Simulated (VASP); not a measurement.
# PtSe2 (P-3m1) in VASP: a series of runs

The runs below take PtSe2 through single point, with BLYP+D3(BJ).

All numbers are computed with VASP 6.6.1; they aren't measurements. Logs are shortened: lines on timing, memory, paths and dates and some standing lists are left out, and cuts for length are marked.

## 1. The cell of the first run

It takes space group P-3m1 (No. 164, trigonal). The conventional cell has a = 3.699 Å, b = 3.699 Å, c = 5.028 Å, α = 90.00°, β = 90.00°, γ = 120.00°. Within 3.3 Å of Pt (site symmetry -3m) lie 6 Se at 2.48 Å. Se (site symmetry 3m) has 3 Pt at 2.48 Å and 6 Se at 3.30 Å within 3.3 Å.

## 2. Single point, BLYP+D3(BJ)

INCAR reads:

```
  PREC = Accurate
  ENCUT = 520
  EDIFF = 1E-6
  ISMEAR = -1
  SIGMA = 0.05
  LREAL = F
  LASPH = T
  NELM = 80
  ALGO = Normal
  ISIF = 2
  LWAVE = F
  LCHARG = F
  GGA = B5
  ALDAX = 1.0
  AGGAX = 1.0
  AGGAC = 1.0
  ALDAC = 0.0
  IVDW = 12
  VDW_S6 = 1.0
  VDW_S8 = 2.6996
  VDW_A1 = 0.4298
  VDW_A2 = 4.2359
  NBANDS = 18
```

KPOINTS reads:

```
Automatic mesh
0
Gamma
  8 8 5
```

POSCAR reads:

```
PtSe2
1.0
    3.6990059583      0.0000000000      0.0000000000
   -1.8495029792      3.2034331287      0.0000000000
    0.0000000000      0.0000000000      5.0280258220
Pt Se
1 2
Direct
    0.0000000000      0.0000000000      0.0000000000
    0.6666666667      0.3333333333      0.7500000000
    0.3333333333      0.6666666667      0.2500000000
```

Potentials or basis: VASP PAW PBE potentials, release 64 (Pt, Se).

Command:

```console
$ cat potpaw_PBE.64/Pt/POTCAR potpaw_PBE.64/Se/POTCAR > POTCAR
$ mpirun -np 1 vasp_std > vasp.out
```

OUTCAR:

```text
PREC = Accurate
   ENCUT = 520
   EDIFF = 1E-6
   ISMEAR = -1
   LREAL = F
   LASPH = T
   NELM = 80
   ISIF = 2
   GGA = B5
   IVDW = 12
 IVDW          = 12

 ion  position               nearest neighbor table
   1  0.000  0.000  0.000-   2 2.48   3 2.48   2 2.48   3 2.48   2 2.48   3 2.48
   2  0.667  0.333  0.750-   1 2.48   1 2.48   1 2.48
   3  0.333  0.667  0.250-   1 2.48   1 2.48   1 2.48

  LATTYP: Found a hexagonal cell.
 ALAT       =     3.6990059583
 C/A-ratio  =     1.3592910849

  Lattice vectors:

 A1 = (   3.6990059583,   0.0000000000,   0.0000000000)
 A2 = (  -1.8495029792,   3.2034331287,   0.0000000000)
 A3 = (   0.0000000000,   0.0000000000,   5.0280258220)

Analysis of symmetry for initial positions (statically):
=====================================================================
 Subroutine PRICEL returns:
 Original cell was already a primitive cell.

 Routine SETGRP: Setting up the symmetry group for a
 hexagonal supercell.

 Subroutine GETGRP returns: Found 12 space group operations
 (whereof 12 operations were pure point group operations)
 out of a pool of 24 trial point group operations.

The static configuration has the point symmetry D_3d.

Analysis of symmetry for dynamics (positions and initial velocities):
=====================================================================
 Subroutine PRICEL returns:
 Original cell was already a primitive cell.

 Routine SETGRP: Setting up the symmetry group for a
 hexagonal supercell.

 Subroutine GETGRP returns: Found 12 space group operations
 (whereof 12 operations were pure point group operations)
 out of a pool of 24 trial point group operations.

The dynamic configuration has the point symmetry D_3d.

 Subroutine INISYM returns: Found 12 space group operations
 (whereof 12 operations are pure point group operations),
 and found     1 'primitive' translations

----------------------------------------------------------------------------------------

                                     Primitive cell

  volume of cell :      59.5797

  direct lattice vectors                    reciprocal lattice vectors
     3.699005958  0.000000000  0.000000000     0.270342901  0.156082546  0.000000000
    -1.849502979  3.203433129  0.000000000     0.000000000  0.312165093  0.000000000
     0.000000000  0.000000000  5.028025822     0.000000000  0.000000000  0.198885216

  length of vectors
     3.699005958  3.699005958  5.028025822     0.312165093  0.312165093  0.198885216

  position of ions in fractional coordinates (direct lattice)
     0.000000000  0.000000000  0.000000000
     0.666666667  0.333333333  0.750000000
     0.333333333  0.666666667  0.250000000

  ion indices of the primitive-cell ions
   primitive index   ion index
                 1           1
                 2           2
                 3           3

----------------------------------------------------------------------------------------

 KPOINTS: Automatic mesh

Automatic generation of k-mesh.
 Grid dimensions read from file:
 generate k-points for:    8    8    5

 Generating k-lattice:

  Cartesian coordinates                     Fractional coordinates (reciprocal lattice)
     0.033792863  0.019510318  0.000000000     0.125000000 -0.000000000  0.000000000
     0.000000000  0.039020637  0.000000000     0.000000000  0.125000000  0.000000000
     0.000000000  0.000000000  0.039777043     0.000000000  0.000000000  0.200000000

  Length of vectors
     0.039020637  0.039020637  0.039777043

  Shift w.r.t. Gamma in fractional coordinates (k-lattice)
     0.000000000  0.000000000  0.000000000

 Subroutine IBZKPT returns following result:
 ===========================================

 Found     40 irreducible k-points:

 Following reciprocal coordinates:
            Coordinates               Weight
  0.000000  0.000000  0.000000      1.000000
  0.125000  0.000000  0.000000      6.000000
  0.250000  0.000000  0.000000      6.000000
  0.375000  0.000000  0.000000      6.000000
  0.500000  0.000000  0.000000      3.000000
  0.125000  0.125000  0.000000      6.000000
[... 16 lines left out ...]
 -0.125000  0.500000  0.200000     12.000000
  0.250000  0.250000  0.200000     12.000000
 [... further k-points ...]
   k-points           NKPTS =     40   k-points in BZ     NKDIM =     40   number of bands    NBANDS=     18
   number of dos      NEDOS =    301   number of ions     NIONS =      3
   total plane-waves  NPLWV =  31360
   dimension x,y,z NGX =    28 NGY =   28 NGZ =   40
   dimension x,y,z NGXF=    56 NGYF=   56 NGZF=   80
   ions per type =               1   2
   NGX,Y,Z   is equivalent  to a cutoff of  12.58, 12.58, 13.23 a.u.
   NGXF,Y,Z  is equivalent  to a cutoff of  25.17, 25.17, 26.45 a.u.
 SYSTEM =  unknown system
   PREC   = accura    normal or accurate (medium, high low for compatibility)
   ISTART =      0    job   : 0-new  1-cont  2-samecut
   ICHARG =      2    charge: 1-file 2-atom 10-const
[... 25 lines left out ...]
     AMIX     =   0.40;   BMIX     =  1.00
     AMIX_MAG =   1.60;   BMIX_MAG =  1.00
  volume/ion in A,a.u.               =      19.86       134.02
  Fermi-wavevector in a.u.,A,eV,Ry     =   1.174491  2.219466 18.768270  1.379429
  Thomas-Fermi vector in A             =   2.310887
   LORBIT       =      0    0 simple, 1 ext, 2 COOP (PROOUT), +10 PAW based schemes
   GGA     = B5    functional components
   LHFCALC =     F    Hartree Fock is set to
   AEXX    =    0.0000 exact exchange contribution
   IVDW    =    12    specifies the selected vdW correction
   LEPSILON=     F    determine dielectric tensor
   LRPA    =     F    only Hartree local field effects (RPA)
 non-spin polarized calculation
  energy-cutoff  :      520.00
  volume of cell :       59.58
 maximum number of plane-waves:      1622
   NGX = 13   NGY = 13   NGZ = 19

 number of electron      22.0000001 magnetization

 Free energy of the ion-electron system (eV)
  ---------------------------------------------------
  ext. energy  EPLUGINS =         0.00000000
  ---------------------------------------------------
  free energy    TOTEN  =       -11.66399716 eV

  energy without entropy =      -11.65925202  energy(sigma->0) =      -11.66162459

 E-fermi :   7.3424     XC(G=0): -10.1030

 val. band max:        7.3160468363   @ k =   0.0000   0.1250   0.2000
 cond. band min:       7.4151550709   @ k =   0.3750   0.2500   0.0000
 fundamental gap:      0.0991082347
 Fermi energy:         7.3423971352

 k-point     1 :       0.0000    0.0000    0.0000
  band No.  band energies     occupation
      1      -8.6034      2.00000
      2      -5.7255      2.00000
      3      -0.0343      2.00000
      4       0.6256      2.00000
      5       0.6256      2.00000
      6       3.1236      2.00000
[... 10 lines left out ...]
     17      14.6967      0.00000
     18      19.4639      0.00000

 k-point     2 :       0.1250    0.0000    0.0000
  band No.  band energies     occupation
      1      -8.4252      2.00000
      2      -5.8112      2.00000
      3       0.1745      2.00000
      4       0.7400      2.00000
      5       0.7663      2.00000
      6       2.8767      2.00000
[... 10 lines left out ...]
     17      15.2531      0.00000
     18      17.2756      0.00000

 k-point     3 :       0.2500    0.0000    0.0000
  band No.  band energies     occupation
      1      -7.9337      2.00000
      2      -6.0261      2.00000
      3       0.6767      2.00000
      4       1.0154      2.00000
      5       1.1842      2.00000
      6       1.9478      2.00000
[... 10 lines left out ...]
     17      15.7750      0.00000
     18      15.7778      0.00000

 k-point     4 :       0.3750    0.0000    0.0000
  band No.  band energies     occupation
      1      -7.2754      2.00000
      2      -6.3070      2.00000
      3       0.3299      2.00000
      4       1.2426      2.00000
      5       1.5361      2.00000
      6       2.1613      2.00000
[... 375 lines left out ...]
      4       1.1204      2.00000
      5       1.9997      2.00000
      6       2.0164      2.00000
[... 10 lines left out ...]
     17      16.5225      0.00000
     18      17.0305      0.00000

 k-point    23 :      -0.1250    0.5000    0.2000
  band No.  band energies     occupation
      1      -6.9372      2.00000
      2      -6.3836      2.00000
      3      -0.1015      2.00000
      4       0.9626      2.00000
      5       1.5428      2.00000
      6       2.7006      2.00000
[... 10 lines left out ...]
     17      16.7655      0.00000
     18      17.3796      0.00000

 k-point    24 :       0.2500    0.2500    0.2000
  band No.  band energies     occupation
      1      -6.9203      2.00000
      2      -6.4180      2.00000
      3       0.4219      2.00000
      4       0.9006      2.00000
      5       1.3852      2.00000
      6       2.1735      2.00000
[... 10 lines left out ...]
     17      15.9828      0.00000
     18      16.4793      0.00000

 [... further k-points ...]

------------------------ aborting loop because EDIFF is reached ----------------------------------------

 Edisp (eV)   -3.31405

 E8    (eV) :    -2.4196

  FORCE on cell =-STRESS in cart. coord.  units (eV):
  Direction    XX          YY          ZZ          XY          YZ          ZX
  --------------------------------------------------------------------------------------
  -------------------------------------------------------------------------------------
  Total       4.11932     4.11932     2.53701    -0.00000     0.00000     0.00000
  in kB     110.77394   110.77394    68.22363    -0.00000     0.00000     0.00000
  external pressure =       96.59 kB  Pullay stress =        0.00 kB

 VOLUME and BASIS-vectors are now :
 -----------------------------------------------------------------------------
  energy-cutoff  :      520.00
  volume of cell :       59.58
      direct lattice vectors                 reciprocal lattice vectors
     3.699005958  0.000000000  0.000000000     0.270342901  0.156082546  0.000000000
    -1.849502979  3.203433129  0.000000000     0.000000000  0.312165093  0.000000000
     0.000000000  0.000000000  5.028025822     0.000000000  0.000000000  0.198885216

 POSITION                                       TOTAL-FORCE (eV/Angst)
 -----------------------------------------------------------------------------------
      0.00000      0.00000      0.00000         0.000000      0.000000      0.000000
      1.84950      1.06781      3.77102         0.000000      0.000000     -1.456090
     -0.00000      2.13562      1.25701        -0.000000     -0.000000      1.456090
 -----------------------------------------------------------------------------------
    total drift:                               -0.000000     -0.000000     -0.000000

  FREE ENERGIE OF THE ION-ELECTRON SYSTEM (eV)
  ---------------------------------------------------
  free  energy   TOTEN  =       -14.9780453704 eV

  energy  without entropy=      -14.9733002313  energy(sigma->0) =      -14.97567280
```

Run time: 61 s. Hardware: 1 thread of Intel Xeon Platinum 8259CL at 2.50GHz (Skylake/Cascade Lake), shared host; peak memory 0.21 GiB.

Results:

| Quantity | Value |
| --- | --- |
| Free energy | -14.9780 eV |
| Pressure | 9.7 GPa |
| Largest force | 1.456 eV/Å |
| Band gap on the k mesh | zero (bands 11 and 12 overlap by 0.24 eV) |
| Dispersion energy per atom | -1.105 eV |

Forces on the atoms (eV/Å):
```
Pt   0.000  0.000  0.000
Se   0.000  0.000 -1.456
Se   0.000  0.000  1.456
```

Stress tensor (GPa, compression positive):
```
11.08  0.00  0.00
 0.00 11.08  0.00
 0.00  0.00  6.82
```

Caveat: the cell stands under pressure; the PAW data sets were made with another functional, which shifts forces and pressure a little; spin-orbit coupling is left out, which moves the levels of the heavy elements.

## 3. Single point, BLYP+D3(BJ)

This run uses another cell than the first one, of 20.27 Å³/atom.

INCAR reads:

```
AGGAC = 1.0 ; AGGAX = 1.0
ALDAC = 0.0 ; ALDAX = 1.0
ALGO = Normal ; EDIFF = 1E-7
ENCUT = 520 ; GGA = B5
ISIF = 2 ; ISMEAR = -1
IVDW = 12 ; LASPH = T
LCHARG = F ; LREAL = F
LWAVE = F ; NBANDS = 18
NELM = 60 ; PREC = Accurate
SIGMA = 0.05 ; VDW_A1 = 0.4298
VDW_A2 = 4.2359 ; VDW_S6 = 1.0
VDW_S8 = 2.6996
```

KPOINTS reads:

```
k-points
0
Gamma
  8 8 5
```

POSCAR reads:

```
PtSe2
1.0
    3.7240000000      0.0000000000      0.0000000000
   -1.8620000000      3.2250786037      0.0000000000
    0.0000000000      0.0000000000      5.0620000000
Pt Se
1 2
Direct
    0.0000000000      0.0000000000      0.0000000000
    0.6666666667      0.3333333333      0.7500000000
    0.3333333333      0.6666666667      0.2500000000
```

Potentials or basis: VASP PAW PBE potentials, release 64 (Pt, Se).

Command:

```console
$ cat potpaw_PBE.64/Pt/POTCAR potpaw_PBE.64/Se/POTCAR > POTCAR
$ mpirun -np 1 vasp_std > vasp.out
```

It took 74 s on 1 thread of Intel Xeon Platinum 8259CL at 2.50GHz (Skylake/Cascade Lake), shared host; peak memory 0.21 GiB.

It converged, with:

```
Free energy                : -15.0397 eV
Pressure                   : 6.6 GPa
Largest force              : 1.179 eV/Å
Band gap on the k mesh     : zero (bands 11 and 12 overlap by 0.24 eV)
Dispersion energy per atom : -1.082 eV
```

Forces on the atoms (eV/Å):
```
Pt   0.000  0.000  0.000
Se   0.000  0.000 -1.179
Se   0.000  0.000  1.179
```

Stress tensor (GPa, compression positive):
```
7.61 0.00 0.00
0.00 7.61 0.00
0.00 0.00 4.50
```

Levels at points of the mesh, in eV from the Fermi level:
```
           k point  band 9  band 10  band 11  band 12  band 13  band 14
(0.00, 0.00, 0.00)   -1.13    -1.13     0.32     1.39     1.39     3.80
(0.50, 0.00, 0.00)   -3.56    -3.50    -3.03     0.63     2.27     4.81
```

Caveat: the cell stands under pressure; the PAW data sets were made with another functional, which shifts forces and pressure a little; spin-orbit coupling is left out, which moves the levels of the heavy elements.

## 4. Single point, BLYP+D3(BJ)

This run uses another cell than the first one, of 20.67 Å³/atom.

INCAR reads:

```
SYSTEM = PtSe2
PREC = Accurate
ENCUT = 520
EDIFF = 1E-6
ISMEAR = -1
SIGMA = 0.05
LREAL = .FALSE.
LASPH = .TRUE.
NELM = 60
ALGO = Normal
ISIF = 2
LWAVE = .FALSE.
LCHARG = .FALSE.
GGA = B5
ALDAX = 1.0
AGGAX = 1.0
AGGAC = 1.0
ALDAC = 0.0
IVDW = 12
VDW_S6 = 1.0
VDW_S8 = 2.6996
VDW_A1 = 0.4298
VDW_A2 = 4.2359
NBANDS = 18
```

KPOINTS reads:

```
regular mesh
0
G
  8 8 5
  0 0 0
```

POSCAR reads:

```
PtSe2
1.0
    3.7486629704      0.0000000000      0.0000000000
   -1.8743314852      3.2464373626      0.0000000000
    0.0000000000      0.0000000000      5.0955241558
Pt Se
1 2
Direct
    0.0000000000      0.0000000000      0.0000000000
    0.6666666667      0.3333333333      0.7500000000
    0.3333333333      0.6666666667      0.2500000000
```

Command:

```console
$ cat potpaw_PBE.64/Pt/POTCAR potpaw_PBE.64/Se/POTCAR > POTCAR
$ mpirun -np 1 vasp_std > vasp.out
```

Wall time 48 s (1 thread of Intel Xeon Platinum 8259CL at 2.50GHz (Skylake/Cascade Lake), shared host); peak memory 0.21 GiB.

Results (log left out):

* Free energy: -15.0792 eV
* Pressure: 3.8 GPa
* Largest force: 0.925 eV/Å
* Band gap on the k mesh: zero (bands 11 and 12 overlap by 0.24 eV)
* Dispersion energy per atom: -1.061 eV

Forces on the atoms (eV/Å):
```
Pt   0.000  0.000  0.000
Se   0.000  0.000 -0.925
Se   0.000  0.000  0.925
```

Stress tensor (GPa, compression positive):
```
4.52 0.00 0.00
0.00 4.52 0.00
0.00 0.00 2.43
```

Levels at points of the mesh, in eV from the Fermi level:
```
           k point  band 7  band 8  band 9  band 10  band 11  band 12  band 13  band 14  band 15  band 16
(0.00, 0.00, 0.00)   -3.96   -2.57   -1.10    -1.10     0.32     1.36     1.36     3.85     4.10     7.38
(0.50, 0.00, 0.00)   -3.62   -3.49   -3.46    -3.40    -2.97     0.62     2.21     4.75     5.97     7.27
```

Caveat: the cell stands under pressure; the PAW data sets were made with another functional, which shifts forces and pressure a little; spin-orbit coupling is left out, which moves the levels of the heavy elements.

## 5. Single point, BLYP+D3(BJ)

This run uses another cell than the first one, of 21.08 Å³/atom.

INCAR reads:

```
SYSTEM = PtSe2
PREC     = Accurate       ! precision mode
ENCUT    = 520            ! plane-wave cutoff, eV
EDIFF    = 1E-6           ! SCF threshold, eV
ISMEAR   = -1             ! smearing method
SIGMA    = 0.05           ! smearing width, eV
LREAL    = .FALSE.        ! projectors in reciprocal space
LASPH    = .TRUE.         ! aspherical terms in the spheres
NELM     = 60             ! most SCF steps
ALGO     = Normal         ! electronic algorithm
ISIF     = 2              ! what is computed and relaxed
LWAVE    = .FALSE.        ! write WAVECAR
LCHARG   = .TRUE.         ! write CHGCAR
GGA      = B5             ! functional
ALDAX    = 1.0          
AGGAX    = 1.0          
AGGAC    = 1.0          
ALDAC    = 0.0          
IVDW     = 12             ! dispersion correction
VDW_S6   = 1.0          
VDW_S8   = 2.6996       
VDW_A1   = 0.4298       
VDW_A2   = 4.2359       
LELF     = .TRUE.         ! ELF
LVHAR    = .TRUE.       
NBANDS   = 18             ! bands
```

KPOINTS is that of step 4.

POSCAR reads:

```
PtSe2
1.0
    3.7730056198      0.0000000000      0.0000000000
   -1.8865028099      3.2675187154      0.0000000000
    0.0000000000      0.0000000000      5.1286129021
Pt Se
1 2
Direct
    0.0000000000      0.0000000000      0.0000000000
    0.6666666667      0.3333333333      0.7500000000
    0.3333333333      0.6666666667      0.2500000000
```

Command:

```console
$ cat potpaw_PBE.64/Pt/POTCAR potpaw_PBE.64/Se/POTCAR > POTCAR
$ mpirun -np 1 vasp_std > vasp.out
```

Run time: 73 s. Hardware: 1 thread of Intel Xeon Platinum 8259CL at 2.50GHz (Skylake/Cascade Lake), shared host; peak memory 0.21 GiB.

The run converged. Its results:

| Item | Value |
| --- | --- |
| Free energy | -15.0990 eV |
| Pressure | 1.4 GPa |
| Largest force | 0.691 eV/Å |
| Band gap on the k mesh | zero (bands 11 and 12 overlap by 0.23 eV) |
| Dispersion energy per atom | -1.040 eV |

Forces on the atoms (eV/Å):
```
Pt   0.000  0.000  0.000
Se   0.000  0.000 -0.691
Se   0.000  0.000  0.691
```

Stress tensor (GPa, compression positive):
```
1.76 0.00 0.00
0.00 1.76 0.00
0.00 0.00 0.57
```

Levels at points of the mesh, in eV from the Fermi level:
| k point | band 8 | band 9 | band 10 | band 11 | band 12 | band 13 | band 14 | band 15 |
| --- | --- | --- | --- | --- | --- | --- | --- | --- |
| (0.00, 0.00, 0.00) | -2.51 | -1.07 | -1.07 | 0.32 | 1.34 | 1.34 | 3.90 | 3.97 |
| (0.50, 0.00, 0.00) | -3.39 | -3.36 | -3.31 | -2.91 | 0.62 | 2.16 | 4.70 | 5.98 |

Caveat: the PAW data sets were made with another functional, which shifts forces and pressure a little; spin-orbit coupling is left out, which moves the levels of the heavy elements.

## 6. Overview

```tsv
cell	gap on the mesh (eV)	pressure (GPa)	largest force (eV/Å)
a = 3.699, b = 3.699, c = 5.028 Å, angles 90.0, 90.0, 120.0°, 3 atoms	none	9.7	1.46
a = 3.724, b = 3.724, c = 5.062 Å, angles 90.0, 90.0, 120.0°, 3 atoms	none	6.6	1.18
a = 3.749, b = 3.749, c = 5.096 Å, angles 90.0, 90.0, 120.0°, 3 atoms	none	3.8	0.92
a = 3.773, b = 3.773, c = 5.129 Å, angles 90.0, 90.0, 120.0°, 3 atoms	none	1.4	0.69
```

Alike in all rows: task single point; level BLYP+D3(BJ); potentials or basis VASP PAW PBE potentials, release 64 (Pt, Se); no spin polarisation; k mesh 8 × 8 × 5; cutoff (eV) 520; smearing fermi-dirac 0.05 eV.

Caveats: the PAW data sets were made with another functional, which shifts forces and pressure a little; spin-orbit coupling is left out, which moves the levels of the heavy elements; the cell stands under pressure (at least some runs).

Total energies depend on the potentials used, so only differences within one code and one set of settings carry meaning.
